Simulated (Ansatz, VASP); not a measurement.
# One calculation of Mg2ZnS3, two programs

```
Mg Zn S
1.0
    -1.98187    1.98187    8.43808
     1.98187   -1.98187    8.43808
     1.98187    1.98187   -8.43808
Mg Zn S
2 1 3
Direct
  0.83611 0.83611 0.00000
  0.16389 0.16389 0.00000
  0.50000 0.50000 0.00000
  0.42194 0.92194 0.50000
  0.07806 0.57806 0.50000
  0.75000 0.25000 0.50000
```

Alike in both runs: task single point; functional PBE; k mesh 6 × 6 × 6; occupations gaussian, width 0.1 eV; no spin polarisation.

```csv
,VASP,Ansatz
version,VASP 6.6.1,Ansatz 0.2.0
potentials or method,"VASP PAW PBE potentials, release 64 (Mg, Zn, S), cutoff 520 eV","scalar-relativistic, plane waves, PAW"
valence electrons in the cell,34,50
```

```tsv
	VASP	Ansatz	Ansatz less VASP
gap on the k mesh at the Fermi level (eV)	2.78	2.78	+0.003
least direct gap on the mesh (eV)	2.78	2.78	+0.003
pressure (GPa)	0.0	0.0	+0.07
rms of the force components (eV/Å)	0.008	0.000	-0.0078
```

Atom by atom the forces differ by 0.008 eV/Å (rms over components). VASP's potentials hold 34 valence electrons a cell and Ansatz's 50, so a difference there can come from the potentials and not from the codes.
